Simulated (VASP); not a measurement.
# MgS (R3m) in VASP: a series of runs

MgS is run at these levels: PBEsol; tasks: single point.

Everything below comes from runs of VASP 6.6.1. Logs are shortened: lines on timing, memory, paths and dates and some standing lists are left out, and cuts for length are marked.

### 1 The cell of the first run

It takes space group R3m (No. 160, trigonal). The conventional cell has a = 3.897 Å, b = 3.897 Å, c = 19.089 Å, α = 90.00°, β = 90.00°, γ = 120.00°. Mg (site symmetry 3m) has 4 S at 2.37 to 2.48 Å within 3.1 Å. Within 3.0 Å of Mg (site symmetry 3m) lie 4 S at 2.29 to 2.40 Å. S (site symmetry 3m) has 4 Mg at 2.29 to 2.37 Å within 3.0 Å. Within 3.2 Å of S (site symmetry 3m) lie 4 Mg at 2.40 to 2.48 Å.

### 2 Single point, PBEsol (atoms displaced along a vibrational mode, the cell strained)

The input, INCAR:

```
PREC = Accurate
ENCUT = 520
EDIFF = 1E-7
ISMEAR = 0
SIGMA = 0.05
LREAL = F
LASPH = T
NELM = 100
ALGO = Normal
ISIF = 2
LWAVE = F
LCHARG = T
GGA = PS
LELF = T
LVHAR = T
ISYM = 0
NBANDS = 16
```

The input, KPOINTS:

```
Automatic mesh
0
Gamma
  9 9 8
```

The input, POSCAR:

```
MgS
1.0
    0.0000000000     -2.7552478472     -2.7552478472
   -2.7552478472      0.0000000000     -2.7552478472
    2.7552478472      2.7552478472     -5.5104956944
Mg S
2 2
Direct
    0.0034727112      0.0034727112     -0.0104196587
    0.4965272888      0.4965272888      0.5104196587
    0.3765685810      0.3765685810      0.8702954498
    0.8734314190      0.8734314190      0.3797045502
```

Potentials or basis: VASP PAW PBE potentials, release 64 (Mg, S).

Started as:

```console
> cat potpaw_PBE.64/Mg/POTCAR potpaw_PBE.64/S/POTCAR > POTCAR
> mpirun -np 1 vasp_std > vasp.out
```

OUTCAR:

```text
PREC = Accurate
   ENCUT = 520
   EDIFF = 1E-7
   ISMEAR = 0
   LREAL = F
   LASPH = T
   NELM = 100
   ISIF = 2
   GGA = PS
   ISYM = 0

 ion  position               nearest neighbor table
   1  0.003  0.003  0.990-   3 2.37   3 2.37   3 2.37   4 2.48
   2  0.497  0.497  0.510-   3 2.29   4 2.40   4 2.40   4 2.40
   3  0.377  0.377  0.870-   2 2.29   1 2.37   1 2.37   1 2.37
   4  0.873  0.873  0.380-   2 2.40   2 2.40   2 2.40   1 2.48

IMPORTANT INFORMATION: All symmetrisations will be switched off!
NOSYMM: (Re-)initialisation of all symmetry stuff for point group C_1.

----------------------------------------------------------------------------------------

                                     Primitive cell

  volume of cell :      83.6647

  direct lattice vectors                    reciprocal lattice vectors
     0.000000000 -2.755247847 -2.755247847     0.090735939 -0.272207816 -0.090735939
    -2.755247847  0.000000000 -2.755247847    -0.272207816  0.090735939 -0.090735939
     2.755247847  2.755247847 -5.510495694     0.090735939  0.090735939 -0.090735939

  length of vectors
     3.896508873  3.896508873  6.748951341     0.300937064  0.300937064  0.157159256

  position of ions in fractional coordinates (direct lattice)
     0.003472711  0.003472711  0.989580341
     0.496527289  0.496527289  0.510419659
     0.376568581  0.376568581  0.870295450
     0.873431419  0.873431419  0.379704550

  ion indices of the primitive-cell ions
   primitive index   ion index
                 1           1
                 2           2
                 3           3
                 4           4

----------------------------------------------------------------------------------------

 KPOINTS: Automatic mesh

Automatic generation of k-mesh.
 Grid dimensions read from file:
 generate k-points for:    9    9    8

 Generating k-lattice:

  Cartesian coordinates                     Fractional coordinates (reciprocal lattice)
     0.010081771 -0.030245313 -0.010081771     0.111111111  0.000000000  0.000000000
    -0.030245313  0.010081771 -0.010081771     0.000000000  0.111111111  0.000000000
     0.011341992  0.011341992 -0.011341992     0.000000000  0.000000000  0.125000000

  Length of vectors
     0.033437452  0.033437452  0.019644907

  Shift w.r.t. Gamma in fractional coordinates (k-lattice)
[... 68 lines left out ...]
   ISPIN  =      1    spin polarized calculation?
   LNONCOLLINEAR =      F non collinear calculations
   LSORBIT =      F    spin-orbit coupling
   LASPH  =      T    aspherical Exc in radial PAW
   ENCUT  =  520.0 eV  38.22 Ry    6.18 a.u.   7.24  7.24 12.55*2*pi/ulx,y,z
   NELM   =    100;   NELMIN=  2; NELMDL= -5     # of ELM steps
   EDIFF  = 0.1E-06   stopping-criterion for ELM
   LREAL  =      F    real-space projection
   EDIFFG = 0.1E-05   stopping-criterion for IOM
   NSW    =      0    number of steps for IOM
   IBRION =     -1    ionic relax: 0-MD 1-quasi-New 2-CG
   NFREE  =      0    steps in history (QN), initial steepest desc. (CG)
   ISIF   =      2    stress and relaxation
   ISYM   =      0    0-nonsym 1-usesym 2-fastsym
   POTIM  = 0.5000    time-step for ionic-motion
   TEBEG  =    0.0;   TEEND  =   0.0 temperature during run
   PSTRESS=    0.0 pullay stress
   NELECT =      16.0000    total number of electrons
   NUPDOWN=      -1.0000    fix difference up-down
   EMIN   =  10.00;   EMAX   =-10.00  energy-range for DOS
   EFERMI =   0.00;   METHOD = LEGACY
   ISMEAR =     0;   SIGMA  =   0.05  broadening in eV -4-tet -1-fermi 0-gaus
   EFERMI_NEDOS =   21; number of points for ismear=-14 and -15
   IALGO  =     38    algorithm
   IMIX   =      4    mixing-type and parameters
     AMIX     =   0.40;   BMIX     =  1.00
     AMIX_MAG =   1.60;   BMIX_MAG =  1.00
  volume/ion in A,a.u.               =      20.92       141.15
  Fermi-wavevector in a.u.,A,eV,Ry     =   0.943194  1.782377 12.103934  0.889614
  Thomas-Fermi vector in A             =   2.070877
   LORBIT       =      0    0 simple, 1 ext, 2 COOP (PROOUT), +10 PAW based schemes
   GGA     = PS    functional components
   LHFCALC =     F    Hartree Fock is set to
   AEXX    =    0.0000 exact exchange contribution
   IVDW    =     0    specifies the selected vdW correction
   LEPSILON=     F    determine dielectric tensor
   LRPA    =     F    only Hartree local field effects (RPA)
 non-spin polarized calculation
 Gauss-broadening in eV      SIGMA  =   0.05
  energy-cutoff  :      520.00
  volume of cell :       83.66
 maximum number of plane-waves:      2297
 NGX is ok and might be reduce to    30
   NGX = 15   NGY = 15   NGZ = 25

 number of electron      15.9999999 magnetization

 Free energy of the ion-electron system (eV)
  ---------------------------------------------------
  ext. energy  EPLUGINS =         0.00000000
  ---------------------------------------------------
  free energy    TOTEN  =       -17.66613623 eV

  energy without entropy =      -17.66613623  energy(sigma->0) =      -17.66613623

 E-fermi :   1.9136     XC(G=0):  -8.8931

 val. band max:        1.6655106527   @ k =   0.0000   0.0000   0.0000
 cond. band min:       5.2051752519   @ k =   0.0000   0.0000   0.0000
 fundamental gap:      3.5396645992
 Fermi energy:         1.9135792534

 k-point     1 :       0.0000    0.0000    0.0000
  band No.  band energies     occupation
      1     -10.1055      2.00000
      2      -9.1325      2.00000
      3      -1.9543      2.00000
      4       1.0292      2.00000
      5       1.0292      2.00000
      6       1.5403      2.00000
[... 433 lines left out ...]
      3      -1.1741      2.00000
      4      -0.9359      2.00000
      5      -0.5260      2.00000
      6       0.5978      2.00000
[... 8 lines left out ...]
     15      10.8722      0.00000
     16      11.1944      0.00000

 [... further k-points ...]
[... 5 lines left out ...]
  --------------------------------------------------------------------------------------
  -------------------------------------------------------------------------------------
  Total        2.8047372      2.8047373      2.8046608      0.1410515     -0.1410943     -0.1410946
  in kB       53.7106915     53.7106935     53.7092298      2.7011352     -2.7019541     -2.7019596
  external PRESSURE =      53.7102049 kB  Pullay stress =       0.0000000 kB

 VOLUME and BASIS-vectors are now :
 -----------------------------------------------------------------------------
  energy-cutoff  :      520.00
  volume of cell :       83.66
      direct lattice vectors                 reciprocal lattice vectors
     0.000000000 -2.755247847 -2.755247847     0.090735939 -0.272207816 -0.090735939
    -2.755247847  0.000000000 -2.755247847    -0.272207816  0.090735939 -0.090735939
     2.755247847  2.755247847 -5.510495694     0.090735939  0.090735939 -0.090735939

 POSITION                                       TOTAL-FORCE (eV/Angst)
 -----------------------------------------------------------------------------------
      2.71697      2.71697     -5.47221         0.412004      0.412004     -0.412060
      0.03828      0.03828     -5.54878        -0.562468     -0.562468      0.562517
      1.36034      1.36034     -6.87084         0.396157      0.396157     -0.396118
     -1.36034     -1.36034     -6.90540        -0.245693     -0.245693      0.245661
 -----------------------------------------------------------------------------------
    total drift:                                0.000010      0.000010     -0.000007

  FREE ENERGIE OF THE ION-ELECTRON SYSTEM (eV)
  ---------------------------------------------------
  free  energy   TOTEN  =       -17.6661362332 eV

  energy  without entropy=      -17.6661362332  energy(sigma->0) =      -17.66613623
```

OSZICAR:

```text
N       E                     dE             d eps       ncg     rms          rms(c)
DAV:   1     0.612439461100E+02    0.61244E+02   -0.61655E+03 10424   0.812E+02
DAV:   2    -0.130236700216E+02   -0.74268E+02   -0.67952E+02 14952   0.139E+02
DAV:   3    -0.185792173687E+02   -0.55555E+01   -0.55352E+01 14072   0.413E+01
DAV:   4    -0.186414239911E+02   -0.62207E-01   -0.62196E-01 13136   0.539E+00
DAV:   5    -0.186425211974E+02   -0.10972E-02   -0.10972E-02 14352   0.722E-01    0.562E+00
DAV:   6    -0.177525222312E+02    0.89000E+00   -0.12609E+00 10904   0.527E+00    0.417E+00
DAV:   7    -0.176642753233E+02    0.88247E-01   -0.35315E-01 13672   0.283E+00    0.299E+00
DAV:   8    -0.176683123312E+02   -0.40370E-02   -0.30170E-02 13752   0.112E+00    0.182E+00
DAV:   9    -0.176659586373E+02    0.23537E-02   -0.47184E-03 13176   0.433E-01    0.306E-01
DAV:  10    -0.176660662688E+02   -0.10763E-03   -0.46584E-04 14896   0.106E-01    0.956E-02
DAV:  11    -0.176661372050E+02   -0.70936E-04   -0.69100E-05 13248   0.506E-02    0.494E-02
DAV:  12    -0.176661361802E+02    0.10248E-05   -0.81439E-06 14440   0.176E-02    0.235E-02
DAV:  13    -0.176661361632E+02    0.16955E-07   -0.26992E-06 13184   0.924E-03    0.472E-03
DAV:  14    -0.176661362332E+02   -0.70038E-07   -0.14672E-07 12952   0.222E-03
   1 F= -.17666136E+02 E0= -.17666136E+02  d E =-.231833E-14
```

Run time: 3.6 min. Hardware: 1 thread of Oxide Virtual Turin-like, shared host; peak memory 0.47 GiB.

Results:

```
Free energy            : -17.6661 eV
Pressure               : 5.4 GPa
Largest force          : 0.974 eV/Å
Band gap on the k mesh : 3.54 eV
```

Forces on the atoms (eV/Å):
```
Mg   0.412  0.412 -0.412
Mg  -0.562 -0.562  0.563
S    0.396  0.396 -0.396
S   -0.246 -0.246  0.246
```

Levels at points of the mesh, in eV from the valence-band top:
| k point | band 6 | band 7 | band 8 | band 9 | band 10 | band 11 |
| --- | --- | --- | --- | --- | --- | --- |
| (0.00, 0.00, 0.00) | -0.13 | 0.00 | 0.00 | 3.54 | 5.17 | 7.44 |
| (0.00, 0.00, 0.50) | -0.59 | -0.07 | -0.07 | 4.90 | 5.26 | 7.61 |

Caveat: the cell differs from its parent crystal (atoms displaced along a vibrational mode, the cell strained); the cell stands under pressure; the PAW data sets were made with another functional, which shifts forces and pressure a little. A k mesh can miss the band edges.

(Part 1 of 3 ends here.)
